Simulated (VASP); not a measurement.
# CaSe (Fm-3m) in VASP: notebook

CaSe is run at these levels: PBE; tasks: single point.

Program: VASP 6.6.1. These are calculated values, not measurements. Logs are shortened: lines on timing, memory, paths and dates and some standing lists are left out, and cuts for length are marked.

### Step 1. The cell of the first run

Symmetry: Fm-3m, No. 225, cubic system. Conventional cell: a = 5.812 Å, b = 5.812 Å, c = 5.812 Å, α = 90.00°, β = 90.00°, γ = 90.00°. Within 3.8 Å of Ca (site symmetry m-3m) lie 6 Se at 2.91 Å. Se (site symmetry m-3m) has 6 Ca at 2.91 Å within 3.8 Å.

### Step 2. Single point, PBE (volume scaled by 0.95)

INCAR

```
ALGO = Normal
EDIFF = 1E-6
ENCUT = 520
GGA = PE
ISIF = 2
ISMEAR = -1
LASPH = T
LCHARG = F
LREAL = F
LWAVE = F
NBANDS = 15
NELM = 60
PREC = Accurate
SIGMA = 0.02
```

KPOINTS

```
k-points
0
Gamma
  7 7 7
```

POSCAR

```
CaSe
1.0
    0.0000000000      2.9058886243      2.9058886243
    2.9058886243      0.0000000000      2.9058886243
    2.9058886243      2.9058886243      0.0000000000
Ca Se
1 1
Direct
    0.0000000000      0.0000000000      0.0000000000
    0.5000000000      0.5000000000      0.5000000000
```

Potentials or basis: VASP PAW PBE potentials, release 64 (Ca_sv, Se).

Command:

```
$ cat potpaw_PBE.64/Ca_sv/POTCAR potpaw_PBE.64/Se/POTCAR > POTCAR
$ mpirun -np 1 vasp_std > vasp.out
```

OUTCAR:

```text
EDIFF = 1E-6
   ENCUT = 520
   GGA = PE
   ISIF = 2
   ISMEAR = -1
   LASPH = T
   LREAL = F
   NELM = 60
   PREC = Accurate

 ion  position               nearest neighbor table
   1  0.000  0.000  0.000-   2 2.91   2 2.91   2 2.91   2 2.91   2 2.91   2 2.91
   2  0.500  0.500  0.500-   1 2.91   1 2.91   1 2.91   1 2.91   1 2.91   1 2.91

  LATTYP: Found a face centered cubic cell.
 ALAT       =     5.8117772486

  Lattice vectors:

 A1 = (   0.0000000000,   2.9058886243,   2.9058886243)
 A2 = (   2.9058886243,   0.0000000000,   2.9058886243)
 A3 = (   2.9058886243,   2.9058886243,   0.0000000000)

Analysis of symmetry for initial positions (statically):
=====================================================================
 Subroutine PRICEL returns:
 Original cell was already a primitive cell.

 Routine SETGRP: Setting up the symmetry group for a
 face centered cubic supercell.

 Subroutine GETGRP returns: Found 48 space group operations
 (whereof 48 operations were pure point group operations)
 out of a pool of 48 trial point group operations.

The static configuration has the point symmetry O_h .

Analysis of symmetry for dynamics (positions and initial velocities):
=====================================================================
 Subroutine PRICEL returns:
 Original cell was already a primitive cell.

 Routine SETGRP: Setting up the symmetry group for a
 face centered cubic supercell.

 Subroutine GETGRP returns: Found 48 space group operations
 (whereof 48 operations were pure point group operations)
 out of a pool of 48 trial point group operations.

The dynamic configuration has the point symmetry O_h .

 Subroutine INISYM returns: Found 48 space group operations
 (whereof 48 operations are pure point group operations),
 and found     1 'primitive' translations

----------------------------------------------------------------------------------------

                                     Primitive cell

  volume of cell :      49.0757

  direct lattice vectors                    reciprocal lattice vectors
     0.000000000  2.905888624  2.905888624    -0.172064406  0.172064406  0.172064406
     2.905888624  0.000000000  2.905888624     0.172064406 -0.172064406  0.172064406
     2.905888624  2.905888624  0.000000000     0.172064406  0.172064406 -0.172064406

  length of vectors
     4.109547103  4.109547103  4.109547103     0.298024293  0.298024293  0.298024293

  position of ions in fractional coordinates (direct lattice)
     0.000000000  0.000000000  0.000000000
     0.500000000  0.500000000  0.500000000

  ion indices of the primitive-cell ions
   primitive index   ion index
                 1           1
                 2           2

----------------------------------------------------------------------------------------

 KPOINTS: k-points

Automatic generation of k-mesh.
 Grid dimensions read from file:
 generate k-points for:    7    7    7

 Generating k-lattice:

  Cartesian coordinates                     Fractional coordinates (reciprocal lattice)
    -0.024580629  0.024580629  0.024580629     0.142857143  0.000000000  0.000000000
     0.024580629 -0.024580629  0.024580629     0.000000000  0.142857143  0.000000000
     0.024580629  0.024580629 -0.024580629     0.000000000  0.000000000  0.142857143

  Length of vectors
     0.042574899  0.042574899  0.042574899

  Shift w.r.t. Gamma in fractional coordinates (k-lattice)
     0.000000000  0.000000000  0.000000000

 Subroutine IBZKPT returns following result:
 ===========================================

 Found     20 irreducible k-points:

 Following reciprocal coordinates:
            Coordinates               Weight
  0.000000  0.000000  0.000000      1.000000
  0.142857  0.000000  0.000000      8.000000
  0.285714  0.000000  0.000000      8.000000
  0.428571  0.000000  0.000000      8.000000
  0.142857  0.142857  0.000000      6.000000
  0.285714  0.142857  0.000000     24.000000
[... 12 lines left out ...]
 -0.428571  0.428571  0.142857     24.000000
 -0.285714  0.428571  0.142857     24.000000
   k-points           NKPTS =     20   k-points in BZ     NKDIM =     20   number of bands    NBANDS=     15
   number of dos      NEDOS =    301   number of ions     NIONS =      2
   total plane-waves  NPLWV =  32768
   dimension x,y,z NGX =    32 NGY =   32 NGZ =   32
   dimension x,y,z NGXF=    64 NGYF=   64 NGZF=   64
   ions per type =               1   1
   NGX,Y,Z   is equivalent  to a cutoff of  12.95, 12.95, 12.95 a.u.
   NGXF,Y,Z  is equivalent  to a cutoff of  25.89, 25.89, 25.89 a.u.
 SYSTEM =  unknown system
   PREC   = accura    normal or accurate (medium, high low for compatibility)
   ISTART =      0    job   : 0-new  1-cont  2-samecut
   ICHARG =      2    charge: 1-file 2-atom 10-const
   ISPIN  =      1    spin polarized calculation?
   LNONCOLLINEAR =      F non collinear calculations
   LSORBIT =      F    spin-orbit coupling
   LASPH  =      T    aspherical Exc in radial PAW
   ENCUT  =  520.0 eV  38.22 Ry    6.18 a.u.   7.64  7.64  7.64*2*pi/ulx,y,z
   NELM   =     60;   NELMIN=  2; NELMDL= -5     # of ELM steps
   EDIFF  = 0.1E-05   stopping-criterion for ELM
   LREAL  =      F    real-space projection
   EDIFFG = 0.1E-04   stopping-criterion for IOM
   NSW    =      0    number of steps for IOM
   IBRION =     -1    ionic relax: 0-MD 1-quasi-New 2-CG
   NFREE  =      0    steps in history (QN), initial steepest desc. (CG)
   ISIF   =      2    stress and relaxation
   ISYM   =      2    0-nonsym 1-usesym 2-fastsym
   POTIM  = 0.5000    time-step for ionic-motion
   TEBEG  =    0.0;   TEEND  =   0.0 temperature during run
   PSTRESS=    0.0 pullay stress
   NELECT =      16.0000    total number of electrons
   NUPDOWN=      -1.0000    fix difference up-down
   EMIN   =  10.00;   EMAX   =-10.00  energy-range for DOS
   EFERMI =   0.00;   METHOD = LEGACY
   ISMEAR =    -1;   SIGMA  =   0.02  broadening in eV -4-tet -1-fermi 0-gaus
   EFERMI_NEDOS =   21; number of points for ismear=-14 and -15
   IALGO  =     38    algorithm
   IMIX   =      4    mixing-type and parameters
     AMIX     =   0.40;   BMIX     =  1.00
     AMIX_MAG =   1.60;   BMIX_MAG =  1.00
  volume/ion in A,a.u.               =      24.54       165.59
  Fermi-wavevector in a.u.,A,eV,Ry     =   1.126746  2.129240 17.273353  1.269556
  Thomas-Fermi vector in A             =   2.263429
   LORBIT       =      0    0 simple, 1 ext, 2 COOP (PROOUT), +10 PAW based schemes
   GGA     = PE    functional components
   LHFCALC =     F    Hartree Fock is set to
   AEXX    =    0.0000 exact exchange contribution
   IVDW    =     0    specifies the selected vdW correction
   LEPSILON=     F    determine dielectric tensor
   LRPA    =     F    only Hartree local field effects (RPA)
 non-spin polarized calculation
  energy-cutoff  :      520.00
  volume of cell :       49.08
 maximum number of plane-waves:      1363
   NGX = 15   NGY = 15   NGZ = 15

 number of electron      16.0000002 magnetization

 Free energy of the ion-electron system (eV)
  ---------------------------------------------------
  ext. energy  EPLUGINS =         0.00000000
  ---------------------------------------------------
  free energy    TOTEN  =        -9.43417700 eV

  energy without entropy =       -9.43417700  energy(sigma->0) =       -9.43417700

 E-fermi :   3.3095     XC(G=0):  -9.3814

 val. band max:        2.8253253846   @ k =   0.0000   0.0000   0.0000
 cond. band min:       4.7767045362   @ k =   0.4286   0.4286   0.0000
 fundamental gap:      1.9513791517
 Fermi energy:         3.3094812792

 k-point     1 :       0.0000    0.0000    0.0000
  band No.  band energies     occupation
      1     -36.7683      2.00000
      2     -17.7723      2.00000
      3     -17.7723      2.00000
      4     -17.7723      2.00000
      5      -9.1657      2.00000
      6       2.8253      2.00000
      7       2.8253      2.00000
      8       2.8253      2.00000
      9       6.4611      0.00000
     10       6.5049      0.00000
     11       6.5049      0.00000
     12       6.5049      0.00000
     13       7.1277      0.00000
     14       7.1277      0.00000
     15      12.6064      0.00000

 k-point     2 :       0.1429    0.0000    0.0000
  band No.  band energies     occupation
      1     -36.7666      2.00000
      2     -17.8009      2.00000
      3     -17.7741      2.00000
      4     -17.7741      2.00000
      5      -9.0281      2.00000
      6       1.8318      2.00000
      7       2.4874      2.00000
      8       2.4874      2.00000
      9       6.4853      0.00000
     10       6.7956      0.00000
     11       6.7956      0.00000
     12       7.6194      0.00000
     13       7.7022      0.00000
     14       7.7022      0.00000
     15      12.8662      0.00000

 k-point     3 :       0.2857    0.0000    0.0000
  band No.  band energies     occupation
      1     -36.7628      2.00000
      2     -17.8638      2.00000
      3     -17.7780      2.00000
      4     -17.7780      2.00000
      5      -8.6977      2.00000
      6       0.3713      2.00000
      7       1.9149      2.00000
      8       1.9149      2.00000
      9       6.6666      0.00000
     10       7.4904      0.00000
     11       7.4904      0.00000
     12       9.0067      0.00000
     13       9.0067      0.00000
     14       9.1122      0.00000
     15      12.4724      0.00000
[... 271 lines left out ...]
 k-point    19 :      -0.4286    0.4286    0.1429
  band No.  band energies     occupation
      1     -36.7568      2.00000
      2     -17.8675      2.00000
      3     -17.8234      2.00000
      4     -17.8134      2.00000
      5      -8.4631      2.00000
      6       0.2567      2.00000
      7       1.3117      2.00000
      8       1.3950      2.00000
      9       5.8493      0.00000
     10       8.1236      0.00000
     11       8.4937      0.00000
     12       9.0087      0.00000
     13       9.0997      0.00000
     14       9.6305      0.00000
     15      12.3802      0.00000

 k-point    20 :      -0.2857    0.4286    0.1429
  band No.  band energies     occupation
      1     -36.7565      2.00000
      2     -17.8517      2.00000
      3     -17.8495      2.00000
      4     -17.8100      2.00000
      5      -8.4103      2.00000
      6       0.5458      2.00000
      7       0.6132      2.00000
      8       1.3229      2.00000
      9       6.8146      0.00000
     10       7.7767      0.00000
     11       8.4304      0.00000
     12       8.8523      0.00000
     13       8.9696      0.00000
     14      11.0380      0.00000
     15      12.3523      0.00000

------------------------ aborting loop because EDIFF is reached ----------------------------------------

  FORCE on cell =-STRESS in cart. coord.  units (eV):
  Direction    XX          YY          ZZ          XY          YZ          ZX
  --------------------------------------------------------------------------------------
  -------------------------------------------------------------------------------------
  Total        1.3425992      1.3425992      1.3425992      0.0000000      0.0000000     -0.0000000
  in kB       43.8318778     43.8318778     43.8318778      0.0000000      0.0000000     -0.0000000
  external PRESSURE =      43.8318778 kB  Pullay stress =       0.0000000 kB

 VOLUME and BASIS-vectors are now :
 -----------------------------------------------------------------------------
  energy-cutoff  :      520.00
  volume of cell :       49.08
      direct lattice vectors                 reciprocal lattice vectors
     0.000000000  2.905888624  2.905888624    -0.172064406  0.172064406  0.172064406
     2.905888624  0.000000000  2.905888624     0.172064406 -0.172064406  0.172064406
     2.905888624  2.905888624  0.000000000     0.172064406  0.172064406 -0.172064406

 POSITION                                       TOTAL-FORCE (eV/Angst)
 -----------------------------------------------------------------------------------
      0.00000      0.00000      0.00000         0.000000      0.000000      0.000000
      2.90589      2.90589      2.90589         0.000000     -0.000000     -0.000000
 -----------------------------------------------------------------------------------
    total drift:                                0.000000     -0.000000     -0.000000

  FREE ENERGIE OF THE ION-ELECTRON SYSTEM (eV)
  ---------------------------------------------------
  free  energy   TOTEN  =        -9.4341770014 eV

  energy  without entropy=       -9.4341770014  energy(sigma->0) =       -9.43417700
```

It took 29 s on 1 thread of AMD EPYC 7R13, shared host; peak memory 0.15 GiB.

Results:

```yaml
Free_energy: -9.4342 eV
Pressure: 4.4 GPa
Band_gap_on_the_k_mesh: 1.95 eV, indirect (least direct gap 2.91 eV)
```

Levels at points of the mesh, in eV from the valence-band top:
| k point | band 4 | band 5 | band 6 | band 7 | band 8 | band 9 | band 10 | band 11 | band 12 | band 13 |
| --- | --- | --- | --- | --- | --- | --- | --- | --- | --- | --- |
| (0.00, 0.00, 0.00) | -20.60 | -11.99 | 0.00 | 0.00 | 0.00 | 3.64 | 3.68 | 3.68 | 3.68 | 4.30 |

### Step 3. Single point, PBE (volume scaled by 0.975)

INCAR

```
SYSTEM = CaSe
PREC = Accurate ; ENCUT = 520
EDIFF = 1E-7 ; ISMEAR = -1
SIGMA = 0.02 ; LREAL = .FALSE.
LASPH = .TRUE. ; NELM = 60
ALGO = Normal ; ISIF = 2
LWAVE = .FALSE. ; LCHARG = .FALSE.
GGA = PE ; NBANDS = 15
```

KPOINTS

```
Automatic mesh
0
G
  7 7 7
  0 0 0
```

POSCAR

```
CaSe
1.0
    0.0000000000      2.9311584894      2.9311584894
    2.9311584894      0.0000000000      2.9311584894
    2.9311584894      2.9311584894      0.0000000000
Ca Se
1 1
Direct
    0.0000000000      0.0000000000      0.0000000000
    0.5000000000      0.5000000000      0.5000000000
```

Potentials or basis: VASP PAW PBE potentials, release 64 (Ca_sv, Se).

Command:

```
$ cat potpaw_PBE.64/Ca_sv/POTCAR potpaw_PBE.64/Se/POTCAR > POTCAR
$ mpirun -np 1 vasp_std > vasp.out
```

It took 33 s on 1 thread of AMD EPYC 7R13, shared host; peak memory 0.15 GiB.

Results (log left out):

| Item | Value |
| --- | --- |
| Free energy | -9.4631 eV |
| Pressure | 2.8 GPa |
| Band gap on the k mesh | 2.02 eV, indirect (least direct gap 2.95 eV) |

Levels at points of the mesh, in eV from the valence-band top:
| k point | band 5 | band 6 | band 7 | band 8 | band 9 | band 10 | band 11 | band 12 |
| --- | --- | --- | --- | --- | --- | --- | --- | --- |
| (0.00, 0.00, 0.00) | -11.89 | 0.00 | 0.00 | 0.00 | 3.49 | 3.69 | 3.69 | 3.69 |

 A k mesh can miss the band edges.
